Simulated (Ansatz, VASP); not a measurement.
## Ge3N in VASP and in Ansatz

```
Ge N
1.0
     0.00000    3.14053    3.14053
     3.14053    0.00000    3.14053
     3.14053    3.14053    0.00000
Ge N
3 1
Direct
  0.25000 0.25000 0.25000
  0.75000 0.75000 0.75000
  0.50000 0.50000 0.50000
  0.00000 0.00000 0.00000
```

Change from the starting cell: species swapped into the Li3Sn type (Fm-3m, No. 225).

Alike in both runs: task relaxation of cell and atoms; functional PBE; k mesh 12 × 12 × 12; occupations gaussian, width 0.1 eV; no spin polarisation.

|  | VASP | Ansatz |
| --- | --- | --- |
| version | VASP 6.6.1 | Ansatz 0.2.0 |
| potentials or method | VASP PAW PBE potentials, release 64 (Ge_d, N), cutoff 600 eV | scalar-relativistic, plane waves, PAW |
| valence electrons in the cell | 47 | 47 |

```csv
,VASP,Ansatz,Ansatz less VASP
"gap on the k mesh at the Fermi level, each at its own relaxed structure (eV)",none,none,-
relaxed volume (Å³/atom),15.54,15.53,-0.016
relaxed length of the cell vector where the two differ most in proportion (Å),4.447,4.445,-0.0015
```

A gap of «none» marks a metal or a gap that the smearing closes.

Noted on VASP's run: too few bands were computed for a metal, which touches its energy and stress.
